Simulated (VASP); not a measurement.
A run of VASP 6.6.1 is set up as follows.

File INCAR:

```
ALGO = Normal
EDIFF = 1E-6
ENCUT = 600
GGA = PE
GGA_COMPAT = F
ISIF = 2
ISMEAR = -1
LASPH = T
LCHARG = F
LREAL = F
LWAVE = F
NBANDS = 16
NELM = 120
PREC = Accurate
SIGMA = 0.08
```

Contents of KPOINTS:

```
k-points
0
Gamma
  17 17 17
```

File POSCAR:

```
WC
1.0
    0.0000000000      1.9446505409      1.9446505409
    1.9446505409      0.0000000000      1.9446505409
    1.9446505409      1.9446505409      0.0000000000
W C
1 1
Direct
    0.0000000000      0.0000000000      0.0000000000
    0.5000000000      0.5000000000      0.5000000000
```

Potentials or basis: VASP PAW PBE potentials, release 64 (W_sv, C).

The run is started by

```console
$ cat potpaw_PBE.64/W_sv/POTCAR potpaw_PBE.64/C/POTCAR > POTCAR
$ mpirun -np 1 vasp_std > vasp.out
```

**Question.** What does it give for the band gap on the k mesh?

**Answer.** Zero (band 9 reaches 20.55 eV, above the bottom of band 10 at 15.30 eV).

**Question.** Predict the pressure.

**Answer.** 281.7 GPa.

Caveat: the cell differs from its parent crystal (volume scaled by 0.7, to set the pressure); spin-orbit coupling is left out, which moves the levels of the heavy elements.
